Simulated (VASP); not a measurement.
# TaN in VASP: notebook

The runs below take TaN through single point, with PBE.

Program: VASP 6.6.1. These are calculated values, not measurements. Logs are shortened: lines on timing, memory, paths and dates and some standing lists are left out, and cuts for length are marked.

### Step 1. The cell of the first run

Symmetry: P-6m2, No. 187, hexagonal system. Conventional cell: a = 2.938 Å, b = 2.938 Å, c = 2.883 Å, α = 90.00°, β = 90.00°, γ = 120.00°. Ta (site symmetry -6m2) has 6 N at 2.23 Å and 2 Ta at 2.88 Å within 2.9 Å. Within 2.9 Å of N (site symmetry -6m2) lie 6 Ta at 2.23 Å and 2 N at 2.88 Å.

### Step 2. Single point, PBE

Contents of INCAR:

```
PREC = Accurate
ENCUT = 520
EDIFF = 1E-6
ISMEAR = -1
SIGMA = 0.03
LREAL = F
LASPH = T
NELM = 100
ALGO = Normal
ISIF = 2
LWAVE = F
LCHARG = F
GGA = PE
NBANDS = 15
```

Contents of KPOINTS:

```
regular mesh
0
Gamma
  9 9 8
```

Contents of POSCAR:

```
TaN
1.0
    2.9380000000      0.0000000000      0.0000000000
   -1.4690000000      2.5443826363      0.0000000000
    0.0000000000      0.0000000000      2.8830000000
Ta N
1 1
Direct
    0.3333333333      0.6666666667      0.5000000000
    0.0000000000      0.0000000000      0.0000000000
```

Potentials or basis: VASP PAW PBE potentials, release 64 (Ta_pv, N).

Launch:

```console
> cat potpaw_PBE.64/Ta_pv/POTCAR potpaw_PBE.64/N/POTCAR > POTCAR
> mpirun -np 1 vasp_std > vasp.out
```

OUTCAR:

```text
PREC = Accurate
   ENCUT = 520
   EDIFF = 1E-6
   ISMEAR = -1
   LREAL = F
   LASPH = T
   NELM = 100
   ISIF = 2
   GGA = PE

 ion  position               nearest neighbor table
   1  0.333  0.667  0.500-   2 2.23   2 2.23   2 2.23   2 2.23   2 2.23   2 2.23
   2  0.000  0.000  0.000-   1 2.23   1 2.23   1 2.23   1 2.23   1 2.23   1 2.23

  LATTYP: Found a hexagonal cell.
 ALAT       =     2.9380000000
 C/A-ratio  =     0.9812797822

  Lattice vectors:

 A1 = (   2.9380000000,   0.0000000000,   0.0000000000)
 A2 = (  -1.4690000000,   2.5443826363,   0.0000000000)
 A3 = (   0.0000000000,   0.0000000000,   2.8830000000)

Analysis of symmetry for initial positions (statically):
=====================================================================
 Subroutine PRICEL returns:
 Original cell was already a primitive cell.

 Routine SETGRP: Setting up the symmetry group for a
 hexagonal supercell.

 Subroutine GETGRP returns: Found 12 space group operations
 (whereof 12 operations were pure point group operations)
 out of a pool of 24 trial point group operations.

The static configuration has the point symmetry D_3h.

Analysis of symmetry for dynamics (positions and initial velocities):
=====================================================================
 Subroutine PRICEL returns:
 Original cell was already a primitive cell.

 Routine SETGRP: Setting up the symmetry group for a
 hexagonal supercell.

 Subroutine GETGRP returns: Found 12 space group operations
 (whereof 12 operations were pure point group operations)
 out of a pool of 24 trial point group operations.

The dynamic configuration has the point symmetry D_3h.

 Subroutine INISYM returns: Found 12 space group operations
 (whereof 12 operations are pure point group operations),
 and found     1 'primitive' translations

----------------------------------------------------------------------------------------

                                     Primitive cell

  volume of cell :      21.5516

  direct lattice vectors                    reciprocal lattice vectors
     2.938000000  0.000000000  0.000000000     0.340367597  0.196511324  0.000000000
    -1.469000000  2.544382636  0.000000000     0.000000000  0.393022648  0.000000000
     0.000000000  0.000000000  2.883000000     0.000000000  0.000000000  0.346860909

  length of vectors
     2.938000000  2.938000000  2.883000000     0.393022648  0.393022648  0.346860909

  position of ions in fractional coordinates (direct lattice)
     0.333333333  0.666666667  0.500000000
     0.000000000  0.000000000  0.000000000

  ion indices of the primitive-cell ions
   primitive index   ion index
                 1           1
                 2           2

----------------------------------------------------------------------------------------

 KPOINTS: regular mesh

Automatic generation of k-mesh.
 Grid dimensions read from file:
 generate k-points for:    9    9    8

 Generating k-lattice:

  Cartesian coordinates                     Fractional coordinates (reciprocal lattice)
     0.037818622  0.021834592  0.000000000     0.111111111  0.000000000  0.000000000
     0.000000000  0.043669183  0.000000000     0.000000000  0.111111111  0.000000000
     0.000000000  0.000000000  0.043357614     0.000000000  0.000000000  0.125000000

  Length of vectors
     0.043669183  0.043669183  0.043357614

  Shift w.r.t. Gamma in fractional coordinates (k-lattice)
     0.000000000  0.000000000  0.000000000

 Subroutine IBZKPT returns following result:
 ===========================================

 Found     60 irreducible k-points:

 Following reciprocal coordinates:
            Coordinates               Weight
  0.000000  0.000000  0.000000      1.000000
  0.111111 -0.000000  0.000000      6.000000
  0.222222 -0.000000  0.000000      6.000000
  0.333333 -0.000000  0.000000      6.000000
  0.444444 -0.000000  0.000000      6.000000
  0.111111  0.111111  0.000000      6.000000
[... 16 lines left out ...]
  0.333333  0.222222  0.125000     24.000000
  0.333333  0.333333  0.125000      4.000000
 [... further k-points ...]
   k-points           NKPTS =     60   k-points in BZ     NKDIM =     60   number of bands    NBANDS=     15
   number of dos      NEDOS =    301   number of ions     NIONS =      2
   total plane-waves  NPLWV =  13824
   dimension x,y,z NGX =    24 NGY =   24 NGZ =   24
   dimension x,y,z NGXF=    48 NGYF=   48 NGZF=   48
   ions per type =               1   1
   NGX,Y,Z   is equivalent  to a cutoff of  13.58, 13.58, 13.84 a.u.
   NGXF,Y,Z  is equivalent  to a cutoff of  27.16, 27.16, 27.68 a.u.
 SYSTEM =  unknown system
   PREC   = accura    normal or accurate (medium, high low for compatibility)
   ISTART =      0    job   : 0-new  1-cont  2-samecut
   ICHARG =      2    charge: 1-file 2-atom 10-const
   ISPIN  =      1    spin polarized calculation?
   LNONCOLLINEAR =      F non collinear calculations
   LSORBIT =      F    spin-orbit coupling
   LASPH  =      T    aspherical Exc in radial PAW
   ENCUT  =  520.0 eV  38.22 Ry    6.18 a.u.   5.46  5.46  5.36*2*pi/ulx,y,z
   NELM   =    100;   NELMIN=  2; NELMDL= -5     # of ELM steps
   EDIFF  = 0.1E-05   stopping-criterion for ELM
   LREAL  =      F    real-space projection
   EDIFFG = 0.1E-04   stopping-criterion for IOM
   NSW    =      0    number of steps for IOM
   IBRION =     -1    ionic relax: 0-MD 1-quasi-New 2-CG
   NFREE  =      0    steps in history (QN), initial steepest desc. (CG)
   ISIF   =      2    stress and relaxation
   ISYM   =      2    0-nonsym 1-usesym 2-fastsym
   POTIM  = 0.5000    time-step for ionic-motion
   TEBEG  =    0.0;   TEEND  =   0.0 temperature during run
   PSTRESS=    0.0 pullay stress
   NELECT =      16.0000    total number of electrons
   NUPDOWN=      -1.0000    fix difference up-down
   EMIN   =  10.00;   EMAX   =-10.00  energy-range for DOS
   EFERMI =   0.00;   METHOD = LEGACY
   ISMEAR =    -1;   SIGMA  =   0.03  broadening in eV -4-tet -1-fermi 0-gaus
   EFERMI_NEDOS =   21; number of points for ismear=-14 and -15
   IALGO  =     38    algorithm
   IMIX   =      4    mixing-type and parameters
     AMIX     =   0.40;   BMIX     =  1.00
     AMIX_MAG =   1.60;   BMIX_MAG =  1.00
  volume/ion in A,a.u.               =      10.78        72.72
  Fermi-wavevector in a.u.,A,eV,Ry     =   1.482365  2.801264 29.897531  2.197407
  Thomas-Fermi vector in A             =   2.596160
   LORBIT       =      0    0 simple, 1 ext, 2 COOP (PROOUT), +10 PAW based schemes
   GGA     = PE    functional components
   LHFCALC =     F    Hartree Fock is set to
   AEXX    =    0.0000 exact exchange contribution
   IVDW    =     0    specifies the selected vdW correction
   LEPSILON=     F    determine dielectric tensor
   LRPA    =     F    only Hartree local field effects (RPA)
 non-spin polarized calculation
  energy-cutoff  :      520.00
  volume of cell :       21.55
 maximum number of plane-waves:       599
 NGX is ok and might be reduce to    24
   NGX = 11   NGY = 11   NGZ = 11

 number of electron      16.0000001 magnetization

 Free energy of the ion-electron system (eV)
  ---------------------------------------------------
  ext. energy  EPLUGINS =         0.00000000
  ---------------------------------------------------
  free energy    TOTEN  =       -22.44080031 eV

  energy without entropy =      -22.44045695  energy(sigma->0) =      -22.44062863

 E-fermi :   8.3390     XC(G=0): -13.3458

 val. band max:        8.3212760824   @ k =   0.0000   0.0000   0.3750
 cond. band min:       8.3776722605   @ k =   0.3333   0.3333   0.0000
 fundamental gap:      0.0563961781
 Fermi energy:         8.3389872813

 k-point     1 :       0.0000    0.0000    0.0000
  band No.  band energies     occupation
      1     -26.5918      2.00000
      2     -26.3295      2.00000
      3     -26.3295      2.00000
      4      -9.5272      2.00000
      5       3.6896      2.00000
      6       3.6896      2.00000
      7       4.0469      2.00000
      8       5.3269      2.00000
      9      10.4650      0.00000
     10      11.8389      0.00000
     11      11.8389      0.00000
     12      12.2598      0.00000
     13      12.2598      0.00000
     14      21.3563      0.00000
     15      21.6691      0.00000

 k-point     2 :       0.1111   -0.0000    0.0000
  band No.  band energies     occupation
      1     -26.5753      2.00000
      2     -26.4595      2.00000
      3     -26.3573      2.00000
      4      -9.2765      2.00000
      5       2.9881      2.00000
      6       3.8782      2.00000
      7       4.3820      2.00000
      8       4.9773      2.00000
      9      11.2047      0.00000
     10      11.4723      0.00000
     11      11.8855      0.00000
     12      12.1318      0.00000
     13      12.5781      0.00000
     14      21.3315      0.00000
     15      21.6555      0.00000

 k-point     3 :       0.2222   -0.0000    0.0000
  band No.  band energies     occupation
      1     -26.7764      2.00000
      2     -26.5333      2.00000
      3     -26.4270      2.00000
      4      -8.6298      2.00000
      5       1.7255      2.00000
      6       4.2273      2.00000
      7       4.3316      2.00000
      8       5.0214      2.00000
      9      10.4870      0.00000
     10      11.8240      0.00000
     11      12.1422      0.00000
     12      13.1131      0.00000
     13      13.1374      0.00000
     14      21.3868      0.00000
     15      21.6499      0.00000

 k-point     4 :       0.3333   -0.0000    0.0000
  band No.  band energies     occupation
      1     -27.1176      2.00000
      2     -26.5050      2.00000
      3     -26.4851      2.00000
      4      -7.8574      2.00000
      5       0.6494      2.00000
      6       3.5222      2.00000
      7       4.7869      2.00000
      8       5.1741      2.00000
      9      10.7988      0.00000
     10      11.4987      0.00000
     11      12.7559      0.00000
     12      13.4332      0.00000
     13      14.5213      0.00000
     14      21.5616      0.00000
     15      21.7729      0.00000
[... 307 lines left out ...]
 k-point    22 :       0.2222    0.2222    0.1250
  band No.  band energies     occupation
      1     -27.1118      2.00000
      2     -26.6655      2.00000
      3     -26.5889      2.00000
      4      -7.4443      2.00000
      5       0.9190      2.00000
      6       2.6039      2.00000
      7       3.7850      2.00000
      8       6.7177      2.00000
      9       9.3709      0.00000
     10      11.4600      0.00000
     11      12.9564      0.00000
     12      14.3926      0.00000
     13      16.9183      0.00000
     14      21.2288      0.00000
     15      21.6389      0.00000

 k-point    23 :       0.3333    0.2222    0.1250
  band No.  band energies     occupation
      1     -27.1853      2.00000
      2     -26.7976      2.00000
      3     -26.5617      2.00000
      4      -7.0852      2.00000
      5       0.7622      2.00000
      6       2.5169      2.00000
      7       3.1621      2.00000
      8       7.1472      2.00000
      9      10.0051      0.00000
     10      11.1431      0.00000
     11      12.2695      0.00000
     12      14.8989      0.00000
     13      19.1416      0.00000
     14      20.5891      0.00000
     15      21.6299      0.00000

 k-point    24 :       0.3333    0.3333    0.1250
  band No.  band energies     occupation
      1     -27.0776      2.00000
      2     -26.9813      2.00000
      3     -26.5522      2.00000
      4      -6.9529      2.00000
      5       1.1886      2.00000
      6       2.0815      2.00000
      7       2.7863      2.00000
      8       7.8329      2.00000
      9      10.1511      0.00000
     10      10.6965      0.00000
     11      11.3678      0.00000
     12      15.3784      0.00000
     13      19.9708      0.00000
     14      21.6302      0.00000
     15      22.0430      0.00000

 [... further k-points ...]
[... 5 lines left out ...]
  --------------------------------------------------------------------------------------
  -------------------------------------------------------------------------------------
  Total        0.6530675      0.6530675      0.8700003      0.0000000     -0.0000000      0.0000000
  in kB       48.5500658     48.5500658     64.6771889      0.0000000     -0.0000000      0.0000000
  external PRESSURE =      53.9257735 kB  Pullay stress =       0.0000000 kB

 VOLUME and BASIS-vectors are now :
 -----------------------------------------------------------------------------
  energy-cutoff  :      520.00
  volume of cell :       21.55
      direct lattice vectors                 reciprocal lattice vectors
     2.938000000  0.000000000  0.000000000     0.340367597  0.196511324  0.000000000
    -1.469000000  2.544382636  0.000000000     0.000000000  0.393022648  0.000000000
     0.000000000  0.000000000  2.883000000     0.000000000  0.000000000  0.346860909

 POSITION                                       TOTAL-FORCE (eV/Angst)
 -----------------------------------------------------------------------------------
     -0.00000      1.69626      1.44150         0.000000      0.000000      0.000000
      0.00000      0.00000      0.00000        -0.000000      0.000000      0.000000
 -----------------------------------------------------------------------------------
    total drift:                                0.000000     -0.000000     -0.000000

  FREE ENERGIE OF THE ION-ELECTRON SYSTEM (eV)
  ---------------------------------------------------
  free  energy   TOTEN  =       -22.4408003115 eV

  energy  without entropy=      -22.4404569476  energy(sigma->0) =      -22.44062863
```

It took 6.3 s on 1 thread of Intel Xeon 6975P-C (Granite Rapids), shared host; peak memory 0.15 GiB.

What came out:

* Free energy: -22.4408 eV
* Pressure: 5.4 GPa
* Band gap on the k mesh: zero (band 8 reaches 8.38 eV, above the bottom of band 9 at 8.17 eV)

Stress tensor (GPa, compression positive):
```
4.86 0.00 0.00
0.00 4.86 0.00
0.00 0.00 6.47
```

Levels at points of the mesh, in eV from the Fermi level:
```
           k point  band 6  band 7  band 8  band 9  band 10  band 11
(0.00, 0.00, 0.00)   -4.65   -4.29   -3.01    2.13     3.50     3.50
(0.00, 0.00, 0.50)   -3.84   -3.84   -0.17   -0.17     2.32     3.25
```

Caveat: spin-orbit coupling is left out, which moves the levels of the heavy elements.

### Step 3. Single point, PBE

Contents of INCAR:

```
SYSTEM = TaN
ALGO     = Normal         ! electronic algorithm
EDIFF    = 1E-6           ! SCF threshold, eV
ENCUT    = 520            ! plane-wave cutoff, eV
GGA      = PE             ! functional
ISIF     = 2              ! what is computed and relaxed
ISMEAR   = -1             ! smearing method
LASPH    = .True.         ! aspherical terms in the spheres
LCHARG   = .False.        ! write CHGCAR
LREAL    = .False.        ! projectors in reciprocal space
LWAVE    = .False.        ! write WAVECAR
NBANDS   = 15             ! bands
NELM     = 80             ! most SCF steps
PREC     = Accurate       ! precision mode
SIGMA    = 0.03           ! smearing width, eV
```

Contents of KPOINTS:

```
k-points
0
Gamma
  9 9 8
  0 0 0
```

POSCAR is that of step 2.

Potentials or basis: VASP PAW PBE potentials, release 64 (Ta_pv, N).

Launch:

```console
> cat potpaw_PBE.64/Ta_pv/POTCAR potpaw_PBE.64/N/POTCAR > POTCAR
> mpirun -np 1 vasp_std > vasp.out
```

It took 6.4 s on 1 thread of Intel Xeon 6975P-C (Granite Rapids), shared host; peak memory 0.15 GiB.

It converged, with:

- Free energy: -22.4408 eV
- Pressure: 5.4 GPa
- Band gap on the k mesh: zero (band 8 reaches 8.38 eV, above the bottom of band 9 at 8.17 eV)

Stress tensor (GPa, compression positive):
```
4.86 0.00 0.00
0.00 4.86 0.00
0.00 0.00 6.47
```

Levels at points of the mesh, in eV from the Fermi level:
| k point | band 4 | band 5 | band 6 | band 7 | band 8 | band 9 | band 10 | band 11 | band 12 | band 13 |
| --- | --- | --- | --- | --- | --- | --- | --- | --- | --- | --- |
| (0.00, 0.00, 0.00) | -17.87 | -4.65 | -4.65 | -4.29 | -3.01 | 2.13 | 3.50 | 3.50 | 3.92 | 3.92 |
| (0.00, 0.00, 0.50) | -15.22 | -9.44 | -3.84 | -3.84 | -0.17 | -0.17 | 2.32 | 3.25 | 3.25 | 8.12 |

Caveat: spin-orbit coupling is left out, which moves the levels of the heavy elements.

### Step 4. Single point, PBE (shortest bond scaled by 0.94)

Contents of INCAR:

```
  ALGO = Normal
  EDIFF = 1E-6
  ENCUT = 520
  GGA = PE
  ISIF = 2
  ISMEAR = -1
  LASPH = T
  LCHARG = T
  LELF = T
  LREAL = F
  LVHAR = T
  LWAVE = F
  NBANDS = 15
  NELM = 80
  PREC = Accurate
  SIGMA = 0.03
```

Contents of KPOINTS:

```
k-points
0
Gamma
  9 9 8
```

Contents of POSCAR:

```
TaN
1.0
    2.9380000000      0.0000000000      0.0000000000
   -1.4690000000      2.5443826363      0.0000000000
    0.0000000000      0.0000000000      2.8830000000
Ta N
1 1
Direct
    0.3233333333      0.6466666667      0.4850000000
    0.0100000000      0.0200000000      0.0150000000
```

Launch:

```console
> cat potpaw_PBE.64/Ta_pv/POTCAR potpaw_PBE.64/N/POTCAR > POTCAR
> mpirun -np 1 vasp_std > vasp.out
```

Run time: 17 s. Hardware: 1 thread of Intel Xeon 6975P-C (Granite Rapids), shared host; peak memory 0.18 GiB.

Results (log left out):

* Free energy: -22.3138 eV
* Pressure: 8.5 GPa
* Largest force: 1.956 eV/Å
* Band gap on the k mesh: zero (band 8 reaches 8.26 eV, above the bottom of band 9 at 8.20 eV)

Forces in eV/Å, atoms in the order of the input:
```
Ta   0.000  1.448  1.315
N    0.000 -1.448 -1.315
```

Stress tensor (GPa, compression positive):
```
 4.84  0.00  0.00
 0.00  9.97  3.59
 0.00  3.59 10.78
```

Levels at points of the mesh, in eV from the Fermi level:
```tsv
k point	band 4	band 5	band 6	band 7	band 8	band 9	band 10	band 11	band 12	band 13
(0.00, 0.00, 0.00)	-17.80	-4.80	-4.72	-4.23	-2.64	1.88	3.27	3.81	4.15	4.33
(0.00, 0.00, 0.50)	-15.17	-9.35	-4.35	-3.31	-0.14	-0.07	2.53	2.53	4.24	8.21
```

Caveat: the cell differs from its parent crystal (shortest bond scaled by 0.94); spin-orbit coupling is left out, which moves the levels of the heavy elements; forces of over 1 eV/Å act on the atoms, so gaps and moduli don't describe the material at rest.
